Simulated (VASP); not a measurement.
# NaF (R3m) in VASP: a series of runs

The runs below take NaF through single point, with PBE.

All numbers are computed with VASP 6.6.1; they aren't measurements. Logs are shortened: lines on timing, memory, paths and dates and some standing lists are left out, and cuts for length are marked.

## (1) The cell of the first run

Symmetry: R3m, No. 160, trigonal system. The conventional cell has a = 3.286 Å, b = 3.286 Å, c = 8.048 Å, α = 90.00°, β = 90.00°, γ = 120.00°. Na (site symmetry 3m) has 6 F at 2.21 to 2.44 Å within 2.9 Å. Within 2.9 Å of F (site symmetry 3m) lie 6 Na at 2.21 to 2.44 Å.

## (2) Single point, PBE (all Na atoms moved -0.200 Å, as atom 1 along Cartesian [1 1 1])

INCAR

```
SYSTEM = NaF
PREC = Accurate ; ENCUT = 600
EDIFF = 1E-6 ; ISMEAR = 0
SIGMA = 0.05 ; LREAL = .False.
LASPH = .True. ; NELM = 120
ALGO = Normal ; ISIF = 2
LWAVE = .False. ; LCHARG = .True.
GGA = PE ; LELF = .True.
LVHAR = .True. ; NBANDS = 14
GGA_COMPAT = .False.
```

KPOINTS

```
regular mesh
0
Gamma
  8 8 8
  0 0 0
```

POSCAR

```
NaF
1.0
    0.0000000000      2.3233000000      2.3233000000
    2.3233000000      0.0000000000      2.3233000000
    2.3233000000      2.3233000000      0.0000000000
Na F
1 1
Direct
   -0.0248504399     -0.0248504399     -0.0248504399
    0.5000000000      0.5000000000      0.5000000000
```

Potentials or basis: VASP PAW PBE potentials, release 64 (Na_pv, F).

Command:

```sh
$ cat potpaw_PBE.64/Na_pv/POTCAR potpaw_PBE.64/F/POTCAR > POTCAR
$ mpirun -np 1 vasp_std > vasp.out
```

OUTCAR:

```text
SYSTEM = NaF
   PREC = Accurate
   ENCUT = 600
   EDIFF = 1E-6
   ISMEAR = 0
   LREAL = .False.
   LASPH = .True.
   NELM = 120
   ISIF = 2
   GGA = PE

 ion  position               nearest neighbor table
   1  0.975  0.975  0.975-   2 2.21   2 2.21   2 2.21
   2  0.500  0.500  0.500-   1 2.21   1 2.21   1 2.21

  LATTYP: Found a face centered cubic cell.
 ALAT       =     4.6466000000

  Lattice vectors:

 A1 = (   0.0000000000,   2.3233000000,   2.3233000000)
 A2 = (   2.3233000000,   0.0000000000,   2.3233000000)
 A3 = (   2.3233000000,   2.3233000000,   0.0000000000)

Analysis of symmetry for initial positions (statically):
=====================================================================
 Subroutine PRICEL returns:
 Original cell was already a primitive cell.

 Routine SETGRP: Setting up the symmetry group for a
 face centered cubic supercell.

 Subroutine GETGRP returns: Found  6 space group operations
 (whereof  6 operations were pure point group operations)
 out of a pool of 48 trial point group operations.

The static configuration has the point symmetry C_3v.

Analysis of symmetry for dynamics (positions and initial velocities):
=====================================================================
 Subroutine PRICEL returns:
 Original cell was already a primitive cell.

 Routine SETGRP: Setting up the symmetry group for a
 face centered cubic supercell.

 Subroutine GETGRP returns: Found  6 space group operations
 (whereof  6 operations were pure point group operations)
 out of a pool of 48 trial point group operations.

The dynamic configuration has the point symmetry C_3v.

 Subroutine INISYM returns: Found  6 space group operations
 (whereof  6 operations are pure point group operations),
 and found     1 'primitive' translations

----------------------------------------------------------------------------------------

                                     Primitive cell

  volume of cell :      25.0811

  direct lattice vectors                    reciprocal lattice vectors
     0.000000000  2.323300000  2.323300000    -0.215211122  0.215211122  0.215211122
     2.323300000  0.000000000  2.323300000     0.215211122 -0.215211122  0.215211122
     2.323300000  2.323300000  0.000000000     0.215211122  0.215211122 -0.215211122

  length of vectors
     3.285642369  3.285642369  3.285642369     0.372756598  0.372756598  0.372756598

  position of ions in fractional coordinates (direct lattice)
     0.975149560  0.975149560  0.975149560
     0.500000000  0.500000000  0.500000000

  ion indices of the primitive-cell ions
   primitive index   ion index
                 1           1
                 2           2

[... 81 lines left out ...]
   PSTRESS=    0.0 pullay stress
   NELECT =      14.0000    total number of electrons
   NUPDOWN=      -1.0000    fix difference up-down
   EMIN   =  10.00;   EMAX   =-10.00  energy-range for DOS
   EFERMI =   0.00;   METHOD = LEGACY
   ISMEAR =     0;   SIGMA  =   0.05  broadening in eV -4-tet -1-fermi 0-gaus
   EFERMI_NEDOS =   21; number of points for ismear=-14 and -15
   IALGO  =     38    algorithm
   IMIX   =      4    mixing-type and parameters
     AMIX     =   0.40;   BMIX     =  1.00
     AMIX_MAG =   1.60;   BMIX_MAG =  1.00
  volume/ion in A,a.u.               =      12.54        84.63
  Fermi-wavevector in a.u.,A,eV,Ry     =   1.347935  2.547227 24.720809  1.816928
  Thomas-Fermi vector in A             =   2.475645
   LORBIT       =      0    0 simple, 1 ext, 2 COOP (PROOUT), +10 PAW based schemes
   GGA     = PE    functional components
   LHFCALC =     F    Hartree Fock is set to
   AEXX    =    0.0000 exact exchange contribution
   IVDW    =     0    specifies the selected vdW correction
   LEPSILON=     F    determine dielectric tensor
   LRPA    =     F    only Hartree local field effects (RPA)
 non-spin polarized calculation
 Gauss-broadening in eV      SIGMA  =   0.05
  energy-cutoff  :      600.00
  volume of cell :       25.08
 maximum number of plane-waves:       869
 NGX is ok and might be reduce to    28
   NGX = 13   NGY = 13   NGZ = 13

 number of electron      13.9999999 magnetization

 Free energy of the ion-electron system (eV)
  ---------------------------------------------------
  ext. energy  EPLUGINS =         0.00000000
  ---------------------------------------------------
  free energy    TOTEN  =        -8.51935367 eV

  energy without entropy =       -8.51935367  energy(sigma->0) =       -8.51935367

 E-fermi :  -1.8690     XC(G=0):  -9.1051

 val. band max:       -2.1283691166   @ k =   0.0000   0.0000   0.0000
 cond. band min:       4.1235461084   @ k =   0.0000   0.0000   0.0000
 fundamental gap:      6.2519152250
 Fermi energy:        -1.8689845902

 k-point     1 :       0.0000    0.0000    0.0000
  band No.  band energies     occupation
      1     -21.3870      2.00000
      2     -21.0623      2.00000
      3     -21.0623      2.00000
      4     -20.9708      2.00000
      5      -2.1428      2.00000
      6      -2.1428      2.00000
      7      -2.1284      2.00000
      8       4.1235      0.00000
      9      16.8328      0.00000
     10      16.8328      0.00000
     11      16.9890      0.00000
     12      19.5874      0.00000
     13      21.8244      0.00000
     14      21.8244      0.00000
[... 377 lines left out ...]
      1     -21.7880      2.00000
      2     -21.0963      2.00000
      3     -21.0680      2.00000
      4     -20.4630      2.00000
      5      -3.2045      2.00000
      6      -2.4023      2.00000
      7      -2.3022      2.00000
      8       6.8355      0.00000
      9      12.3155      0.00000
     10      16.4544      0.00000
     11      18.2359      0.00000
     12      19.6071      0.00000
     13      20.7918      0.00000
     14      23.4047      0.00000

 [... further k-points ...]
[... 5 lines left out ...]
  --------------------------------------------------------------------------------------
  -------------------------------------------------------------------------------------
  Total        0.4146882      0.4146882      0.4146882     -0.0567409     -0.0567409     -0.0567409
  in kB       26.4902690     26.4902690     26.4902690     -3.6246055     -3.6246055     -3.6246055
  external PRESSURE =      26.4902690 kB  Pullay stress =       0.0000000 kB

 VOLUME and BASIS-vectors are now :
 -----------------------------------------------------------------------------
  energy-cutoff  :      600.00
  volume of cell :       25.08
      direct lattice vectors                 reciprocal lattice vectors
     0.000000000  2.323300000  2.323300000    -0.215211122  0.215211122  0.215211122
     2.323300000  0.000000000  2.323300000     0.215211122 -0.215211122  0.215211122
     2.323300000  2.323300000  0.000000000     0.215211122  0.215211122 -0.215211122

 POSITION                                       TOTAL-FORCE (eV/Angst)
 -----------------------------------------------------------------------------------
      4.53113      4.53113      4.53113         0.268489      0.268489      0.268489
      2.32330      2.32330      2.32330        -0.268489     -0.268489     -0.268489
 -----------------------------------------------------------------------------------
    total drift:                                0.000083      0.000083      0.000083

  FREE ENERGIE OF THE ION-ELECTRON SYSTEM (eV)
  ---------------------------------------------------
  free  energy   TOTEN  =        -8.5193536655 eV

  energy  without entropy=       -8.5193536655  energy(sigma->0) =       -8.51935367
```

OSZICAR:

```text
N       E                     dE             d eps       ncg     rms          rms(c)
DAV:   1     0.108919828236E+03    0.10892E+03   -0.73838E+03  1820   0.136E+03
DAV:   2    -0.341050650308E+01   -0.11233E+03   -0.10406E+03  1970   0.341E+02
DAV:   3    -0.938528581407E+01   -0.59748E+01   -0.59624E+01  2336   0.717E+01
DAV:   4    -0.943336262998E+01   -0.48077E-01   -0.48075E-01  2012   0.696E+00
DAV:   5    -0.943380876756E+01   -0.44614E-03   -0.44614E-03  2342   0.682E-01    0.547E+00
DAV:   6    -0.852815464636E+01    0.90565E+00   -0.31723E+00  2226   0.152E+01    0.184E+00
DAV:   7    -0.851749577261E+01    0.10659E-01   -0.32723E-02  1874   0.211E+00    0.107E+00
DAV:   8    -0.851876758662E+01   -0.12718E-02   -0.30228E-02  1970   0.341E+00    0.157E-01
DAV:   9    -0.851933823934E+01   -0.57065E-03   -0.41121E-03  2366   0.596E-01    0.998E-02
DAV:  10    -0.851935481743E+01   -0.16578E-04   -0.56200E-04  2036   0.291E-01    0.232E-02
DAV:  11    -0.851935310724E+01    0.17102E-05   -0.26626E-05  2162   0.636E-02    0.281E-03
DAV:  12    -0.851935366549E+01   -0.55826E-06   -0.13727E-06  2048   0.120E-02
   1 F= -.85193537E+01 E0= -.85193537E+01  d E =-.123913E-15
```

stdout:

```text
POSCAR found type information on POSCAR NaF
 POSCAR found :  2 types and       2 ions
 scaLAPACK will be used
 LDA part: xc-table for (Slater+PW92), standard interpolation
 POSCAR, INCAR and KPOINTS ok, starting setup
 FFT: planning ... GRIDC
 FFT: planning ... GRID_SOFT
 FFT: planning ... GRID
 WAVECAR not read
 entering main loop
```

Wall time 17 s (1 thread of AMD EPYC 9R45 (Zen 5), shared host); peak memory 0.13 GiB.

What came out:

```
Free energy            : -8.5194 eV
Pressure               : 2.6 GPa
Largest force          : 0.465 eV/Å
Band gap on the k mesh : 6.25 eV, direct
```

Forces on the atoms (eV/Å):
```
Na   0.268  0.268  0.268
F   -0.268 -0.268 -0.268
```

Stress tensor (GPa, compression positive):
```
 2.65 -0.36 -0.36
-0.36  2.65 -0.36
-0.36 -0.36  2.65
```

Caveat: the cell differs from its parent crystal (all Na atoms moved -0.200 Å, as atom 1 along Cartesian [1 1 1]).

## (3) Single point, PBE (all Na atoms moved +0.150 Å, as atom 1 along Cartesian [1 1 1])

INCAR

```
PREC = Accurate
ENCUT = 600
EDIFF = 1E-6
ISMEAR = 0
SIGMA = 0.05
LREAL = F
LASPH = T
NELM = 120
ALGO = Normal
ISIF = 2
LWAVE = F
LCHARG = F
GGA = PE
NBANDS = 14
GGA_COMPAT = F
```

KPOINTS

```
regular mesh
0
Gamma
  8 8 8
```

POSCAR: that of step 2 with these lines changed.

```diff
@@ -8,3 +8,3 @@
 Direct
-   -0.0248504399     -0.0248504399     -0.0248504399
+    0.0186378299      0.0186378299      0.0186378299
     0.5000000000      0.5000000000      0.5000000000
```

Potentials or basis: VASP PAW PBE potentials, release 64 (Na_pv, F).

Command:

```sh
$ cat potpaw_PBE.64/Na_pv/POTCAR potpaw_PBE.64/F/POTCAR > POTCAR
$ mpirun -np 1 vasp_std > vasp.out
```

It took 16 s on 1 thread of AMD EPYC 9R45 (Zen 5), shared host; peak memory 0.13 GiB.

Results (log left out):

```yaml
Free_energy: -8.5397 eV
Pressure: 2.1 GPa
Largest_force: 0.350 eV/Å
Band_gap_on_the_k_mesh: 6.25 eV, direct
```

Forces on the atoms (eV/Å):
```
Na  -0.202 -0.202 -0.202
F    0.202  0.202  0.202
```

Stress tensor (GPa, compression positive):
```
 2.13 -0.20 -0.20
-0.20  2.13 -0.20
-0.20 -0.20  2.13
```

Levels at points of the mesh, in eV from the valence-band top:
```
           k point  band 5  band 6  band 7  band 8  band 9  band 10
(0.00, 0.00, 0.00)   -0.01   -0.01    0.00    6.25   18.94    18.94
(0.50, 0.00, 0.00)   -1.56   -0.25   -0.24   10.73   12.37    19.91
(0.50, 0.50, 0.50)   -1.57   -0.26   -0.26   10.75   12.40    20.03
(0.50, 0.50, 0.00)   -1.25   -0.40   -0.40   13.00   13.32    13.53
```

Caveat: the cell differs from its parent crystal (all Na atoms moved +0.150 Å, as atom 1 along Cartesian [1 1 1]).

## (4) Single point, PBE (all Na atoms moved +0.175 Å, as atom 1 along Cartesian [1 1 1])

INCAR

```
SYSTEM = NaF
PREC     = Accurate       ! precision mode
ENCUT    = 600            ! plane-wave cutoff, eV
EDIFF    = 1E-6           ! SCF threshold, eV
ISMEAR   = 0              ! smearing method
SIGMA    = 0.05           ! smearing width, eV
LREAL    = .FALSE.        ! projectors in reciprocal space
LASPH    = .TRUE.         ! aspherical terms in the spheres
NELM     = 120            ! most SCF steps
ALGO     = Normal         ! electronic algorithm
ISIF     = 2              ! what is computed and relaxed
LWAVE    = .FALSE.        ! write WAVECAR
LCHARG   = .FALSE.        ! write CHGCAR
GGA      = PE             ! functional
NBANDS   = 14             ! bands
GGA_COMPAT= .FALSE.
```

KPOINTS

```
regular mesh
0
G
  8 8 8
  0 0 0
```

POSCAR: that of step 3 with these lines changed.

```diff
@@ -8,3 +8,3 @@
 Direct
-    0.0186378299      0.0186378299      0.0186378299
+    0.0217441349      0.0217441349      0.0217441349
     0.5000000000      0.5000000000      0.5000000000
```

Command:

```sh
$ cat potpaw_PBE.64/Na_pv/POTCAR potpaw_PBE.64/F/POTCAR > POTCAR
$ mpirun -np 1 vasp_std > vasp.out
```

Run time: 16 s. Hardware: 1 thread of AMD EPYC 9R45 (Zen 5), shared host; peak memory 0.13 GiB.

It converged, with:

```
Free energy            : -8.5303 eV
Pressure               : 2.4 GPa
Largest force          : 0.408 eV/Å
Band gap on the k mesh : 6.25 eV, direct
```

Forces in eV/Å, atoms in the order of the input:
```
Na  -0.235 -0.235 -0.235
F    0.235  0.235  0.235
```

Stress tensor (GPa, compression positive):
```
 2.37 -0.28 -0.28
-0.28  2.37 -0.28
-0.28 -0.28  2.37
```

Levels at points of the mesh, in eV from the valence-band top:
| k point | band 5 | band 6 | band 7 | band 8 | band 9 | band 10 |
| --- | --- | --- | --- | --- | --- | --- |
| (0.00, 0.00, 0.00) | -0.01 | -0.01 | 0.00 | 6.25 | 18.95 | 18.95 |
| (0.50, 0.00, 0.00) | -1.56 | -0.25 | -0.23 | 10.73 | 12.36 | 19.87 |
| (0.50, 0.50, 0.50) | -1.56 | -0.26 | -0.26 | 10.76 | 12.40 | 20.03 |
| (0.50, 0.50, 0.00) | -1.25 | -0.40 | -0.40 | 12.98 | 13.34 | 13.54 |

Caveat: the cell differs from its parent crystal (all Na atoms moved +0.175 Å, as atom 1 along Cartesian [1 1 1]).
